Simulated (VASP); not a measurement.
# CoO (Fm-3m) in VASP: notebook

The runs below take CoO through relaxation of volume and atoms at fixed shape, single point, with PBE+U.

All numbers are computed with VASP 6.6.1; they aren't measurements. Logs are shortened: lines on timing, memory, paths and dates and some standing lists are left out, and cuts for length are marked.

**1. The cell of the first run**

The structure is cubic, space group Fm-3m (No. 225). The conventional cell has a = 4.263 Å, b = 4.263 Å, c = 4.263 Å, α = 90.00°, β = 90.00°, γ = 90.00°. Co (site symmetry m-3m) has 6 O at 2.13 Å within 2.8 Å. Within 2.8 Å of O (site symmetry m-3m) lie 6 Co at 2.13 Å.

**2. Relaxation of volume and atoms at fixed shape, PBE+U, collinear spin, ferromagnetic start**

Contents of INCAR:

```
SYSTEM = CoO
PREC     = Accurate       ! precision mode
ENCUT    = 700            ! plane-wave cutoff, eV
EDIFF    = 1E-7           ! SCF threshold, eV
ISMEAR   = -1             ! smearing method
SIGMA    = 0.05           ! smearing width, eV
LREAL    = .False.        ! projectors in reciprocal space
LASPH    = .True.         ! aspherical terms in the spheres
NELM     = 200            ! most SCF steps
ALGO     = Normal         ! electronic algorithm
ISIF     = 8              ! what is computed and relaxed
LWAVE    = .False.        ! write WAVECAR
LCHARG   = .False.        ! write CHGCAR
ISPIN    = 2              ! spin polarisation
MAGMOM   = 2.5 0          ! initial moments
LORBIT   = 11             ! projections on sites
LMAXMIX  = 4              ! l up to which the mixer works
LDAU     = .True.         ! DFT+U
LDAUTYPE = 2            
LDAUL    = 2 -1           ! shell
LDAUU    = 2 0            ! U, eV
LDAUJ    = 0 0          
LDAUPRINT= 1            
GGA      = PE             ! functional
IBRION   = 2              ! ionic algorithm
NSW      = 80             ! ionic steps
EDIFFG   = -0.01          ! ionic threshold
GGA_COMPAT= .False.      
NELMIN   = 4
```

Contents of KPOINTS:

```
regular mesh
0
Gamma
  7 7 7
  0 0 0
```

Contents of POSCAR:

```
CoO
1.0
    0.0000000000      2.1315000000      2.1315000000
    2.1315000000      0.0000000000      2.1315000000
    2.1315000000      2.1315000000      0.0000000000
Co O
1 1
Direct
    0.0000000000      0.0000000000      0.0000000000
    0.5000000000      0.5000000000      0.5000000000
```

Potentials or basis: VASP PAW PBE potentials, release 64 (Co_sv, O).

Run with:

```
$ cat potpaw_PBE.64/Co_sv/POTCAR potpaw_PBE.64/O/POTCAR > POTCAR
$ mpirun -np 1 vasp_std > vasp.out
```

OUTCAR:

```text
SYSTEM = CoO
   PREC = Accurate
   ENCUT = 700
   EDIFF = 1E-7
   ISMEAR = -1
   LREAL = .False.
   LASPH = .True.
   NELM = 200
   ISIF = 8
   ISPIN = 2
   LORBIT = 11
   GGA = PE
   IBRION = 2
   NSW = 80
   EDIFFG = -0.01
   NELMIN = 4

 ion  position               nearest neighbor table
   1  0.000  0.000  0.000-   2 2.13   2 2.13   2 2.13   2 2.13   2 2.13   2 2.13
   2  0.500  0.500  0.500-   1 2.13   1 2.13   1 2.13   1 2.13   1 2.13   1 2.13

  LATTYP: Found a face centered cubic cell.
 ALAT       =     4.2630000000

  Lattice vectors:

 A1 = (   0.0000000000,   2.1315000000,   2.1315000000)
 A2 = (   2.1315000000,   0.0000000000,   2.1315000000)
 A3 = (   2.1315000000,   2.1315000000,   0.0000000000)

Analysis of symmetry for initial positions (statically):
=====================================================================
 Subroutine PRICEL returns:
 Original cell was already a primitive cell.

 Routine SETGRP: Setting up the symmetry group for a
 face centered cubic supercell.

 Subroutine GETGRP returns: Found 48 space group operations
 (whereof 48 operations were pure point group operations)
 out of a pool of 48 trial point group operations.

The static configuration has the point symmetry O_h .

Analysis of symmetry for dynamics (positions and initial velocities):
=====================================================================
 Subroutine PRICEL returns:
 Original cell was already a primitive cell.

 Routine SETGRP: Setting up the symmetry group for a
 face centered cubic supercell.

 Subroutine GETGRP returns: Found 48 space group operations
 (whereof 48 operations were pure point group operations)
 out of a pool of 48 trial point group operations.

The dynamic configuration has the point symmetry O_h .

Analysis of structural, dynamic, and magnetic symmetry:
=====================================================================
 Subroutine PRICEL returns:
 Original cell was already a primitive cell.

 Routine SETGRP: Setting up the symmetry group for a
 face centered cubic supercell.

 Subroutine GETGRP returns: Found 48 space group operations
 (whereof 48 operations were pure point group operations)
 out of a pool of 48 trial point group operations.

The overall configuration has the point symmetry O_h .

 Subroutine INISYM returns: Found 48 space group operations
 (whereof 48 operations are pure point group operations),
 and found     1 'primitive' translations

----------------------------------------------------------------------------------------

                                     Primitive cell

  volume of cell :      19.3681

  direct lattice vectors                    reciprocal lattice vectors
     0.000000000  2.131500000  2.131500000    -0.234576589  0.234576589  0.234576589
     2.131500000  0.000000000  2.131500000     0.234576589 -0.234576589  0.234576589
     2.131500000  2.131500000  0.000000000     0.234576589  0.234576589 -0.234576589

  length of vectors
     3.014396208  3.014396208  3.014396208     0.406298571  0.406298571  0.406298571

  position of ions in fractional coordinates (direct lattice)
     0.000000000  0.000000000  0.000000000
     0.500000000  0.500000000  0.500000000

  ion indices of the primitive-cell ions
   primitive index   ion index
                 1           1
                 2           2

----------------------------------------------------------------------------------------

 KPOINTS: regular mesh

Automatic generation of k-mesh.
 Grid dimensions read from file:
 generate k-points for:    7    7    7

[... 68 lines left out ...]
   PSTRESS=    0.0 pullay stress
   NELECT =      23.0000    total number of electrons
   NUPDOWN=      -1.0000    fix difference up-down
   EMIN   =  10.00;   EMAX   =-10.00  energy-range for DOS
   EFERMI =   0.00;   METHOD = LEGACY
   ISMEAR =    -1;   SIGMA  =   0.05  broadening in eV -4-tet -1-fermi 0-gaus
   EFERMI_NEDOS =   21; number of points for ismear=-14 and -15
   IALGO  =     38    algorithm
   IMIX   =      4    mixing-type and parameters
     AMIX     =   0.40;   BMIX     =  1.00
     AMIX_MAG =   1.60;   BMIX_MAG =  1.00
  volume/ion in A,a.u.               =       9.68        65.35
  Fermi-wavevector in a.u.,A,eV,Ry     =   1.733626  3.276078 40.891759  3.005460
  Thomas-Fermi vector in A             =   2.807577
   LORBIT       =     11    0 simple, 1 ext, 2 COOP (PROOUT), +10 PAW based schemes
 LDA+U is selected, type is set to LDAUTYPE =  2
   angular momentum for each species LDAUL =     2   -1
   U (eV)           for each species LDAUU =   2.0  0.0
   J (eV)           for each species LDAUJ =   0.0  0.0
   GGA     = PE    functional components
   LHFCALC =     F    Hartree Fock is set to
   AEXX    =    0.0000 exact exchange contribution
   IVDW    =     0    specifies the selected vdW correction
   LEPSILON=     F    determine dielectric tensor
   LRPA    =     F    only Hartree local field effects (RPA)
 conjugate gradient relaxation of ions
 spin polarized calculation
  energy-cutoff  :      700.00
  volume of cell :       19.37
 maximum number of plane-waves:       869
 NGX is ok and might be reduce to    28
   NGX = 13   NGY = 13   NGZ = 13

--------------------------------------- Ionic step        1  -------------------------------------------

 number of electron      23.0000015 magnetization       2.9989117

 Free energy of the ion-electron system (eV)
  ---------------------------------------------------
  ext. energy  EPLUGINS =         0.00000000
  ---------------------------------------------------
  free energy    TOTEN  =       -11.86364902 eV

  energy without entropy =      -11.83109326  energy(sigma->0) =      -11.84737114

------------------------ aborting loop because EDIFF is reached ----------------------------------------

  FORCE on cell =-STRESS in cart. coord.  units (eV):
  Direction    XX          YY          ZZ          XY          YZ          ZX
  --------------------------------------------------------------------------------------
  -------------------------------------------------------------------------------------
  Total       -0.1746098     -0.1746098     -0.1746098     -0.0000000      0.0000000      0.0000000
  in kB      -14.4441869    -14.4441869    -14.4441869     -0.0000000      0.0000000      0.0000000
  external PRESSURE =     -14.4441869 kB  Pullay stress =       0.0000000 kB
[... 53 lines left out ...]
  FREE ENERGIE OF THE ION-ELECTRON SYSTEM (eV)
  ---------------------------------------------------
  free  energy   TOTEN  =       -11.8639766774 eV

  energy  without entropy=      -11.8321200253  energy(sigma->0) =      -11.84804835

atom =   1  type =  1  l = 2

 onsite density matrix

spin component  1

  0.9190 -0.0000 -0.0000 -0.0000 -0.0000
 -0.0000  0.9190 -0.0000 -0.0000  0.0000
 -0.0000 -0.0000  0.9511 -0.0000 -0.0000
 -0.0000 -0.0000 -0.0000  0.9190  0.0000
 -0.0000  0.0000 -0.0000  0.0000  0.9511

spin component  2

  0.6013  0.0000 -0.0000  0.0000  0.0000
  0.0000  0.6013 -0.0000  0.0000 -0.0000
 -0.0000 -0.0000  0.1152  0.0000  0.0000
  0.0000  0.0000  0.0000  0.6013 -0.0000
  0.0000 -0.0000  0.0000 -0.0000  0.1152

 occupancies and eigenvectors

  o =  0.1152  v =  0.0000  0.0000  0.0000  0.0000  0.0000  0.0000  0.0000  0.9886  0.0000 -0.1507      0.0000  0.0000  0.0000  0.0000  0.0000  0.0000  0.0000  0.0000  0.0000  0.0000
  o =  0.1152  v =  0.0000  0.0000  0.0000  0.0000  0.0000  0.0000 -0.0000 -0.1507 -0.0000 -0.9886      0.0000  0.0000  0.0000  0.0000  0.0000  0.0000  0.0000  0.0000  0.0000  0.0000
  o =  0.6013  v =  0.0000  0.0000  0.0000  0.0000  0.0000  0.0000  0.4421 -0.0000 -0.8970  0.0000      0.0000  0.0000  0.0000  0.0000  0.0000  0.0000  0.0000  0.0000  0.0000  0.0000
  o =  0.6013  v =  0.0000  0.0000  0.0000  0.0000  0.0000  0.0000 -0.8970  0.0000 -0.4421  0.0000      0.0000  0.0000  0.0000  0.0000  0.0000  0.0000  0.0000  0.0000  0.0000  0.0000
  o =  0.6013  v =  0.0000  0.0000  0.0000  0.0000  0.0000  1.0000  0.0000  0.0000  0.0000  0.0000      0.0000  0.0000  0.0000  0.0000  0.0000  0.0000  0.0000  0.0000  0.0000  0.0000
  o =  0.9190  v =  0.0000 -0.8182  0.0000 -0.5750  0.0000  0.0000  0.0000  0.0000  0.0000  0.0000      0.0000  0.0000  0.0000  0.0000  0.0000  0.0000  0.0000  0.0000  0.0000  0.0000
  o =  0.9190  v =  0.0000 -0.5750 -0.0000  0.8182  0.0000  0.0000  0.0000  0.0000  0.0000  0.0000      0.0000  0.0000  0.0000  0.0000  0.0000  0.0000  0.0000  0.0000  0.0000  0.0000
  o =  0.9190  v =  1.0000  0.0000  0.0000  0.0000  0.0000  0.0000  0.0000  0.0000  0.0000  0.0000      0.0000  0.0000  0.0000  0.0000  0.0000  0.0000  0.0000  0.0000  0.0000  0.0000
  o =  0.9511  v =  0.0000 -0.0000 -0.0865  0.0000 -0.9963  0.0000  0.0000  0.0000  0.0000  0.0000      0.0000  0.0000  0.0000  0.0000  0.0000  0.0000  0.0000  0.0000  0.0000  0.0000
  o =  0.9511  v =  0.0000 -0.0000  0.9963  0.0000 -0.0865  0.0000  0.0000  0.0000  0.0000  0.0000      0.0000  0.0000  0.0000  0.0000  0.0000  0.0000  0.0000  0.0000  0.0000  0.0000

--------------------------------------- Ionic step        3  -------------------------------------------

 number of electron      23.0000011 magnetization       2.9986328

 Free energy of the ion-electron system (eV)
  ---------------------------------------------------
  ext. energy  EPLUGINS =         0.00000000
  ---------------------------------------------------
  free energy    TOTEN  =       -11.86429576 eV

  energy without entropy =      -11.83215544  energy(sigma->0) =      -11.84822560

 E-fermi :   8.8128     XC(G=0): -12.7085

 val. band max:        8.8117794884   @ k =  -0.2857   0.1429   0.0000
 cond. band min:       8.8355579354   @ k =  -0.4286   0.4286   0.1429
 fundamental gap:      0.0237784470
 Fermi energy:         8.8127833579

 spin component 1

 k-point     1 :       0.0000    0.0000    0.0000
  band No.  band energies     occupation
      1     -88.0468      1.00000
      2     -51.2940      1.00000
      3     -51.2940      1.00000
      4     -51.2940      1.00000
      5     -11.1555      1.00000
      6       4.7344      1.00000
[... 356 lines left out ...]
      2     -51.3191      1.00000
      3     -51.3174      1.00000
      4     -51.3061      1.00000
      5      -9.8021      1.00000
      6       2.3460      1.00000
[... 8 lines left out ...]
     15      18.4656      0.00000
     16      18.9011      0.00000
 Fermi energy:         8.8127833579

 spin component 2

 k-point     1 :       0.0000    0.0000    0.0000
  band No.  band energies     occupation
      1     -84.8479      1.00000
      2     -48.1690      1.00000
      3     -48.1688      1.00000
      4     -48.1688      1.00000
      5     -10.6922      1.00000
      6       6.4791      1.00000
[... 398 lines left out ...]
  FREE ENERGIE OF THE ION-ELECTRON SYSTEM (eV)
  ---------------------------------------------------
  free  energy   TOTEN  =       -11.8642957623 eV

  energy  without entropy=      -11.8321554376  energy(sigma->0) =      -11.84822560

 reached required accuracy - stopping structural energy minimisation

 total charge

# of ion       s       p       d       tot
------------------------------------------
    1        2.144   6.065   6.668  14.878
    2        1.549   3.452   0.000   5.001
--------------------------------------------------
tot          3.693   9.517   6.668  19.878

 magnetization (x)

# of ion       s       p       d       tot
------------------------------------------
    1        0.014   0.011   2.621   2.645
    2        0.027   0.250   0.000   0.277
--------------------------------------------------
tot          0.041   0.260   2.621   2.922
```

It took 41 s on 1 thread of Intel Xeon Platinum 8488C (Sapphire Rapids), shared host; peak memory 0.18 GiB.

Results:

```yaml
Free_energy: -11.8643 eV
Relaxed_volume: 9.61 Å³/atom
Relaxed_cell: a = 3.007 Å, b = 3.007 Å, c = 3.007 Å, α = 60.00°, β = 60.00°, γ = 60.00°
Space_group_after_relaxing_to_0.1_Å: Fm-3m (No. 225)
Energy_gained_by_relaxing: 0.3 meV/atom
Ionic_steps: 3
Pressure_after_relaxing: 0.0 GPa
Band_gap_on_the_k_mesh: zero (filled and empty bands overlap)
Net_moment: 3.00 μB per cell
Site_moments: Co +2.65; O +0.28 μB
Valence_electrons_inside_the_program's_atomic_spheres: Co 14.88; O 5.00
```

The path:
```
step  energy change (eV)  largest force (eV/Å)  pressure (GPa)  volume (Å³)
   1              0.0000                0.0000           -1.44        19.37
   2             -0.0003                0.0000            1.03        19.12
   3             -0.0006                0.0000           -0.03        19.22
```

Final structure:
```yaml
crystal:
  lattice:
    - [0.00000, 2.12623, 2.12623]
    - [2.12623, 0.00000, 2.12623]
    - [2.12623, 2.12623, 0.00000]
  atoms:
    - { symbol: Co, position: [0.00000, 0.00000, 0.00000] }
    - { symbol: O, position: [0.50000, 0.50000, 0.50000] }
```

Eigenvalues of the final occupation matrices:
| site | spin | trace | eigenvalues |
| --- | --- | --- | --- |
| site 1 d | 1 | 4.66 | 0.92 0.92 0.92 0.95 0.95 |
| site 1 d | 2 | 2.03 | 0.12 0.12 0.60 0.60 0.60 |

Caveat: the k points lie up to 0.37 Å⁻¹ apart in the final cell, too coarse for converged energies and pressures of a metal; a cell with one magnetic atom can't hold antiferromagnetic order, which such compounds often take. The state reached can hang on the start; a lower one may exist.

(Part 1 of 2 ends here.)

The gap in the log of VASP goes by the Fermi energy; the results here count the filled bands.